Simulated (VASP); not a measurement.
# WSe2 (P6_3/mmc) in VASP: notebook

The runs below take WSe2 through single point, with PBE, r2SCAN.

Everything below comes from runs of VASP 6.6.1. Logs are shortened: lines on timing, memory, paths and dates and some standing lists are left out, and cuts for length are marked.

## 1. The cell of the first run

Symmetry: P6_3/mmc, No. 194, hexagonal system. The conventional cell has a = 3.432 Å, b = 3.432 Å, c = 13.675 Å, α = 90.00°, β = 90.00°, γ = 120.00°. W (site symmetry -6m2) has 6 Se at 2.56 Å within 3.4 Å. Se (site symmetry 3m) has 3 W at 2.56 Å and 1 Se at 3.25 Å within 3.4 Å.

## 2. Single point, PBE (strain +4.0%)

Input file INCAR:

```
SYSTEM = WSe2
PREC     = Accurate       ! precision mode
ENCUT    = 520            ! plane-wave cutoff, eV
EDIFF    = 1E-6           ! SCF threshold, eV
ISMEAR   = -1             ! smearing method
SIGMA    = 0.02           ! smearing width, eV
LREAL    = .FALSE.        ! projectors in reciprocal space
LASPH    = .TRUE.         ! aspherical terms in the spheres
NELM     = 100            ! most SCF steps
ALGO     = Normal         ! electronic algorithm
ISIF     = 2              ! what is computed and relaxed
LWAVE    = .FALSE.        ! write WAVECAR
LCHARG   = .FALSE.        ! write CHGCAR
GGA      = PE             ! functional
NBANDS   = 35             ! bands
```

Input file KPOINTS:

```
Automatic mesh
0
G
  12 12 2
  0 0 0
```

Input file POSCAR:

```
WSe2
1.0
    3.4316541440      0.0000000000      0.0000000000
   -1.7158270720      2.9718996657      0.0000000000
    0.0000000000      0.0000000000     13.6746489440
W Se
2 4
Direct
    0.3333333333      0.6666666667      0.2500000000
    0.6666666667      0.3333333333      0.7500000000
    0.6666666667      0.3333333333      0.3688151920
    0.6666666667      0.3333333333      0.1311848080
    0.3333333333      0.6666666667      0.8688151920
    0.3333333333      0.6666666667      0.6311848080
```

Potentials or basis: VASP PAW PBE potentials, release 64 (W_sv, Se).

The run is started by

```
cat potpaw_PBE.64/W_sv/POTCAR potpaw_PBE.64/Se/POTCAR > POTCAR
mpirun -np 1 vasp_std > vasp.out
```

OUTCAR:

```text
SYSTEM = WSe2
   PREC = Accurate
   ENCUT = 520
   EDIFF = 1E-6
   ISMEAR = -1
   LREAL = .FALSE.
   LASPH = .TRUE.
   NELM = 100
   ISIF = 2
   GGA = PE

 ion  position               nearest neighbor table
   1  0.333  0.667  0.250-   3 2.56   4 2.56   3 2.56   4 2.56   3 2.56   4 2.56
   2  0.667  0.333  0.750-   5 2.56   6 2.56   5 2.56   6 2.56   5 2.56   6 2.56
   3  0.667  0.333  0.369-   1 2.56   1 2.56   1 2.56
   4  0.667  0.333  0.131-   1 2.56   1 2.56   1 2.56
   5  0.333  0.667  0.869-   2 2.56   2 2.56   2 2.56
   6  0.333  0.667  0.631-   2 2.56   2 2.56   2 2.56

  LATTYP: Found a hexagonal cell.
 ALAT       =     3.4316541440
 C/A-ratio  =     3.9848563900

  Lattice vectors:

 A1 = (   3.4316541440,   0.0000000000,   0.0000000000)
 A2 = (  -1.7158270720,   2.9718996657,   0.0000000000)
 A3 = (   0.0000000000,   0.0000000000,  13.6746489440)

Analysis of symmetry for initial positions (statically):
=====================================================================
 Subroutine PRICEL returns:
 Original cell was already a primitive cell.

 Routine SETGRP: Setting up the symmetry group for a
 hexagonal supercell.

 Subroutine GETGRP returns: Found 24 space group operations
 (whereof 12 operations were pure point group operations)
 out of a pool of 24 trial point group operations.

The static configuration has the point symmetry D_3d.
 The point group associated with its full space group is D_6h.

Analysis of symmetry for dynamics (positions and initial velocities):
=====================================================================
 Subroutine PRICEL returns:
 Original cell was already a primitive cell.

 Routine SETGRP: Setting up the symmetry group for a
 hexagonal supercell.

 Subroutine GETGRP returns: Found 24 space group operations
 (whereof 12 operations were pure point group operations)
 out of a pool of 24 trial point group operations.

The dynamic configuration has the point symmetry D_3d.
 The point group associated with its full space group is D_6h.

 Subroutine INISYM returns: Found 24 space group operations
 (whereof 12 operations are pure point group operations),
 and found     1 'primitive' translations

----------------------------------------------------------------------------------------
[... 94 lines left out ...]
   ICHARG =      2    charge: 1-file 2-atom 10-const
   ISPIN  =      1    spin polarized calculation?
   LNONCOLLINEAR =      F non collinear calculations
   LSORBIT =      F    spin-orbit coupling
   LASPH  =      T    aspherical Exc in radial PAW
   ENCUT  =  520.0 eV  38.22 Ry    6.18 a.u.   6.38  6.38 25.43*2*pi/ulx,y,z
   NELM   =    100;   NELMIN=  2; NELMDL= -5     # of ELM steps
   EDIFF  = 0.1E-05   stopping-criterion for ELM
   LREAL  =      F    real-space projection
   EDIFFG = 0.1E-04   stopping-criterion for IOM
   NSW    =      0    number of steps for IOM
   IBRION =     -1    ionic relax: 0-MD 1-quasi-New 2-CG
   NFREE  =      0    steps in history (QN), initial steepest desc. (CG)
   ISIF   =      2    stress and relaxation
   ISYM   =      2    0-nonsym 1-usesym 2-fastsym
   POTIM  = 0.5000    time-step for ionic-motion
   TEBEG  =    0.0;   TEEND  =   0.0 temperature during run
   PSTRESS=    0.0 pullay stress
   NELECT =      52.0000    total number of electrons
   NUPDOWN=      -1.0000    fix difference up-down
   EMIN   =  10.00;   EMAX   =-10.00  energy-range for DOS
   EFERMI =   0.00;   METHOD = LEGACY
   ISMEAR =    -1;   SIGMA  =   0.02  broadening in eV -4-tet -1-fermi 0-gaus
   EFERMI_NEDOS =   21; number of points for ismear=-14 and -15
   IALGO  =     38    algorithm
   IMIX   =      4    mixing-type and parameters
     AMIX     =   0.40;   BMIX     =  1.00
     AMIX_MAG =   1.60;   BMIX_MAG =  1.00
  volume/ion in A,a.u.               =      23.24       156.86
  Fermi-wavevector in a.u.,A,eV,Ry     =   1.178306  2.226675 18.890389  1.388404
  Thomas-Fermi vector in A             =   2.314637
   LORBIT       =      0    0 simple, 1 ext, 2 COOP (PROOUT), +10 PAW based schemes
   GGA     = PE    functional components
   LHFCALC =     F    Hartree Fock is set to
   AEXX    =    0.0000 exact exchange contribution
   IVDW    =     0    specifies the selected vdW correction
   LEPSILON=     F    determine dielectric tensor
   LRPA    =     F    only Hartree local field effects (RPA)
 non-spin polarized calculation
  energy-cutoff  :      520.00
  volume of cell :      139.46
 maximum number of plane-waves:      3786
 NGX is ok and might be reduce to    28
   NGX = 13   NGY = 13   NGZ = 51

 number of electron      51.9999997 magnetization

 Free energy of the ion-electron system (eV)
  ---------------------------------------------------
  ext. energy  EPLUGINS =         0.00000000
  ---------------------------------------------------
  free energy    TOTEN  =       -43.06397728 eV

  energy without entropy =      -43.06397728  energy(sigma->0) =      -43.06397728

 E-fermi :   5.2761     XC(G=0):  -9.9332

 val. band max:        4.9492127488   @ k =   0.0000   0.0000   0.0000
 cond. band min:       5.6439725171   @ k =   0.3333   0.3333   0.0000
 fundamental gap:      0.6947597683
 Fermi energy:         5.2760940641

 k-point     1 :       0.0000    0.0000    0.0000
  band No.  band energies     occupation
      1     -69.6370      2.00000
      2     -69.6369      2.00000
      3     -33.7926      2.00000
      4     -33.7926      2.00000
      5     -33.7871      2.00000
      6     -33.7871      2.00000
[... 901 lines left out ...]
     34       8.5352      0.00000
     35      10.2493      0.00000

 [... further k-points ...]
[... 5 lines left out ...]
  --------------------------------------------------------------------------------------
  -------------------------------------------------------------------------------------
  Total       -4.4625319     -4.4625319      2.1495415      0.0000000     -0.0000000      0.0000000
  in kB      -51.2670203    -51.2670203     24.6946330      0.0000000     -0.0000000      0.0000000
  external PRESSURE =     -25.9464692 kB  Pullay stress =       0.0000000 kB

 VOLUME and BASIS-vectors are now :
 -----------------------------------------------------------------------------
  energy-cutoff  :      520.00
  volume of cell :      139.46
      direct lattice vectors                 reciprocal lattice vectors
     3.431654144  0.000000000  0.000000000     0.291404657  0.168242557  0.000000000
    -1.715827072  2.971899666  0.000000000     0.000000000  0.336485115  0.000000000
     0.000000000  0.000000000 13.674648944     0.000000000  0.000000000  0.073128020

 POSITION                                       TOTAL-FORCE (eV/Angst)
 -----------------------------------------------------------------------------------
     -0.00000      1.98127      3.41866         0.000000      0.000000      0.000000
      1.71583      0.99063     10.25599        -0.000000     -0.000000      0.000000
      1.71583      0.99063      5.04342        -0.000000     -0.000000      0.265256
      1.71583      0.99063      1.79391         0.000000      0.000000     -0.265256
     -0.00000      1.98127     11.88074        -0.000000     -0.000000      0.265256
     -0.00000      1.98127      8.63123         0.000000      0.000000     -0.265256
 -----------------------------------------------------------------------------------
    total drift:                                0.000000     -0.000000      0.000000

  FREE ENERGIE OF THE ION-ELECTRON SYSTEM (eV)
  ---------------------------------------------------
  free  energy   TOTEN  =       -43.0639772838 eV

  energy  without entropy=      -43.0639772834  energy(sigma->0) =      -43.06397728
```

OSZICAR:

```text
N       E                     dE             d eps       ncg     rms          rms(c)
DAV:   1     0.489918437770E+03    0.48992E+03   -0.27582E+04  2956   0.141E+03
DAV:   2    -0.142015419957E+02   -0.50412E+03   -0.48766E+03  3184   0.374E+02
DAV:   3    -0.445345247280E+02   -0.30333E+02   -0.29835E+02  3304   0.870E+01
DAV:   4    -0.452499201292E+02   -0.71540E+00   -0.71096E+00  3202   0.137E+01
DAV:   5    -0.452615707858E+02   -0.11651E-01   -0.11628E-01  3251   0.183E+00    0.268E+01
DAV:   6    -0.434782100333E+02    0.17834E+01   -0.77872E+00  2957   0.176E+01    0.906E+00
DAV:   7    -0.432168597501E+02    0.26135E+00   -0.25730E+00  2793   0.836E+00    0.543E+00
DAV:   8    -0.430628863117E+02    0.15397E+00   -0.32476E-01  3004   0.389E+00    0.116E+00
DAV:   9    -0.430644656305E+02   -0.15793E-02   -0.47673E-02  3171   0.107E+00    0.694E-01
DAV:  10    -0.430639985473E+02    0.46708E-03   -0.99408E-03  2929   0.669E-01    0.169E-01
DAV:  11    -0.430639619255E+02    0.36622E-04   -0.14639E-03  2926   0.247E-01    0.127E-01
DAV:  12    -0.430639427901E+02    0.19135E-04   -0.66081E-05  3078   0.508E-02    0.676E-02
DAV:  13    -0.430639742294E+02   -0.31439E-04   -0.47013E-05  2867   0.328E-02    0.639E-03
DAV:  14    -0.430639769749E+02   -0.27455E-05   -0.42699E-06  2920   0.842E-03    0.400E-03
DAV:  15    -0.430639772838E+02   -0.30889E-06   -0.62457E-07  2064   0.341E-03
   1 F= -.43063977E+02 E0= -.43063977E+02  d E =-.412821E-09
```

Run time: 3.4 min. Hardware: 1 thread of Intel Xeon 6975P-C, shared host; peak memory 0.37 GiB.

Results:

```yaml
Free_energy: -43.0640 eV
Pressure: -2.6 GPa
Largest_force: 0.265 eV/Å
Band_gap_on_the_k_mesh: 0.69 eV, indirect (least direct gap 1.12 eV)
```

Forces on the atoms (eV/Å):
```
W    0.000  0.000  0.000
W    0.000  0.000  0.000
Se   0.000  0.000  0.265
Se   0.000  0.000 -0.265
Se   0.000  0.000  0.265
Se   0.000  0.000 -0.265
```

Caveat: the cell differs from its parent crystal (strain +4.0%); spin-orbit coupling is left out, which moves the levels of the heavy elements; this functional lacks dispersion, which binds the layers, so the pressure and a relaxed spacing across them are unreliable.

## 3. Single point, r2SCAN (strain -4.0%)

Input file POSCAR:

```
WSe2
1.0
    3.1676807483      0.0000000000      0.0000000000
   -1.5838403742      2.7432919991      0.0000000000
    0.0000000000      0.0000000000     12.6227528714
W Se
2 4
Direct
    0.3333333333      0.6666666667      0.2500000000
    0.6666666667      0.3333333333      0.7500000000
    0.6666666667      0.3333333333      0.3849008986
    0.6666666667      0.3333333333      0.1150991014
    0.3333333333      0.6666666667      0.8849008986
    0.3333333333      0.6666666667      0.6150991014
```

Input file INCAR.step1:

```
  PREC = Accurate
  ENCUT = 520
  ISMEAR = 0
  SIGMA = 0.01
  LREAL = False
  LASPH = True
  NELM = 60
  NBANDS = 35
  GGA = PE
  ALGO = Normal
  EDIFF = 1E-4
  LWAVE = True
  LCHARG = False
```

Input file INCAR.step2:

```
  PREC = Accurate
  ENCUT = 520
  EDIFF = 1E-7
  ISMEAR = 0
  SIGMA = 0.01
  LREAL = False
  LASPH = True
  NELM = 60
  ALGO = Normal
  ISIF = 2
  LWAVE = False
  LCHARG = False
  METAGGA = R2SCAN
  LMIXTAU = True
  NBANDS = 35
  ISTART = 1
```

Input file KPOINTS:

```
Automatic mesh
0
Gamma
  12 12 2
```

Potentials or basis: VASP PAW PBE potentials, release 64 (W_sv, Se).

The run is started by

```
cat potpaw_PBE.64/W_sv/POTCAR potpaw_PBE.64/Se/POTCAR > POTCAR
cp INCAR.step1 INCAR
mpirun -np 1 vasp_std > vasp.out
cp INCAR.step2 INCAR
mpirun -np 1 vasp_std > vasp.out
```

It took 9.1 min on 1 thread of Intel Xeon 6975P-C, shared host; peak memory 0.31 GiB.

The run converged. Its results:

| Item | Value |
| --- | --- |
| Free energy | -162.9851 eV |
| Pressure | 12.6 GPa |
| Largest force | 0.015 eV/Å |
| Band gap on the k mesh | 0.97 eV, indirect (least direct gap 1.81 eV) |

Forces on the atoms (eV/Å):
```
W    0.000  0.000  0.000
W    0.000  0.000  0.000
Se   0.000  0.000  0.015
Se   0.000  0.000 -0.015
Se   0.000  0.000  0.015
Se   0.000  0.000 -0.015
```

Stress tensor (GPa, compression positive):
```
15.20  0.00  0.00
 0.00 15.20  0.00
 0.00  0.00  7.29
```

Levels at points of the mesh, in eV from the valence-band top:
```csv
k point,band 24,band 25,band 26,band 27,band 28,band 29
"(0.00, 0.00, 0.00)",-1.18,-1.08,0.00,3.18,3.18,3.21
"(0.50, 0.00, 0.00)",-1.43,-1.18,-0.76,2.62,2.88,2.93
"(0.00, 0.00, 0.50)",-1.23,-0.27,-0.27,3.19,3.19,3.19
"(0.50, 0.00, 0.50)",-1.48,-0.97,-0.97,2.90,2.90,2.98
```

Caveat: the cell differs from its parent crystal (strain -4.0%); the PAW data sets were made with another functional, which shifts forces and pressure a little; spin-orbit coupling is left out, which moves the levels of the heavy elements. A k mesh can miss the band edges.

## 4. Single point, r2SCAN (strain -3.0%)

Input file POSCAR:

```
WSe2
1.0
    3.2006774228      0.0000000000      0.0000000000
   -1.6003387114      2.7718679575      0.0000000000
    0.0000000000      0.0000000000     12.7542398805
W Se
2 4
Direct
    0.3333333333      0.6666666667      0.2500000000
    0.6666666667      0.3333333333      0.7500000000
    0.6666666667      0.3333333333      0.3828348141
    0.6666666667      0.3333333333      0.1171651859
    0.3333333333      0.6666666667      0.8828348141
    0.3333333333      0.6666666667      0.6171651859
```

Input file INCAR.step1:

```
SYSTEM = WSe2
  PREC = Accurate
  ENCUT = 520
  ISMEAR = 0
  SIGMA = 0.01
  LREAL = .False.
  LASPH = .True.
  NELM = 80
  NBANDS = 35
  GGA = PE
  ALGO = Normal
  EDIFF = 1E-4
  LWAVE = .True.
  LCHARG = .False.
```

Input file INCAR.step2:

```
SYSTEM = WSe2
  PREC = Accurate
  ENCUT = 520
  EDIFF = 1E-6
  ISMEAR = 0
  SIGMA = 0.01
  LREAL = .False.
  LASPH = .True.
  NELM = 80
  ALGO = Normal
  ISIF = 2
  LWAVE = .False.
  LCHARG = .False.
  METAGGA = R2SCAN
  LMIXTAU = .True.
  NBANDS = 35
  ISTART = 1
```

Input file KPOINTS:

```
regular mesh
0
Gamma
  12 12 2
  0 0 0
```

The run is started by

```
cat potpaw_PBE.64/W_sv/POTCAR potpaw_PBE.64/Se/POTCAR > POTCAR
cp INCAR.step1 INCAR
mpirun -np 1 vasp_std > vasp.out
cp INCAR.step2 INCAR
mpirun -np 1 vasp_std > vasp.out
```

It took 8 min on 1 thread of Intel Xeon 6975P-C, shared host; peak memory 0.31 GiB.

It converged, with:

* Free energy: -163.2189 eV
* Pressure: 9.2 GPa
* Largest force: 0.013 eV/Å
* Band gap on the k mesh: 1.03 eV, indirect (least direct gap 1.97 eV)

Forces on the atoms (eV/Å):
```
W    0.000  0.000  0.000
W    0.000  0.000  0.000
Se   0.000  0.000  0.013
Se   0.000  0.000 -0.013
Se   0.000  0.000  0.013
Se   0.000  0.000 -0.013
```

Stress tensor (GPa, compression positive):
```
11.19  0.00  0.00
 0.00 11.19  0.00
 0.00  0.00  5.27
```

Levels at points of the mesh, in eV from the valence-band top:
```csv
k point,band 24,band 25,band 26,band 27,band 28,band 29
"(0.00, 0.00, 0.00)",-1.30,-1.15,0.00,3.10,3.10,3.10
"(0.50, 0.00, 0.00)",-1.39,-1.25,-0.90,2.61,2.71,2.75
"(0.00, 0.00, 0.50)",-1.34,-0.27,-0.27,3.09,3.09,3.09
"(0.50, 0.00, 0.50)",-1.45,-1.07,-1.07,2.72,2.72,2.92
```

Caveat: the cell differs from its parent crystal (strain -3.0%); the PAW data sets were made with another functional, which shifts forces and pressure a little; spin-orbit coupling is left out, which moves the levels of the heavy elements. A k mesh can miss the band edges.

## 5. Overview

| level | cell | smearing | gap on the mesh (eV) | pressure (GPa) | largest force (eV/Å) |
| --- | --- | --- | --- | --- | --- |
| PBE | a = 3.432, b = 3.432, c = 13.675 Å, angles 90.0, 90.0, 120.0°, 6 atoms | fermi-dirac 0.02 eV | 0.69 | -2.6 | 0.27 |
| r2SCAN | a = 3.168, b = 3.168, c = 12.623 Å, angles 90.0, 90.0, 120.0°, 6 atoms | gaussian 0.01 eV | 0.97 | 12.6 | 0.02 |
| r2SCAN | a = 3.201, b = 3.201, c = 12.754 Å, angles 90.0, 90.0, 120.0°, 6 atoms | gaussian 0.01 eV | 1.03 | 9.2 | 0.01 |

Alike in all rows: task single point; potentials or basis VASP PAW PBE potentials, release 64 (W_sv, Se); no spin polarisation; k mesh 12 × 12 × 2; cutoff (eV) 520.

Caveats: spin-orbit coupling is left out, which moves the levels of the heavy elements; the PAW data sets were made with another functional, which shifts forces and pressure a little (some runs); this functional lacks dispersion, which binds the layers, so the pressure and a relaxed spacing across them are unreliable (some runs).

Absolute energies hang on the potentials; compare differences alone.
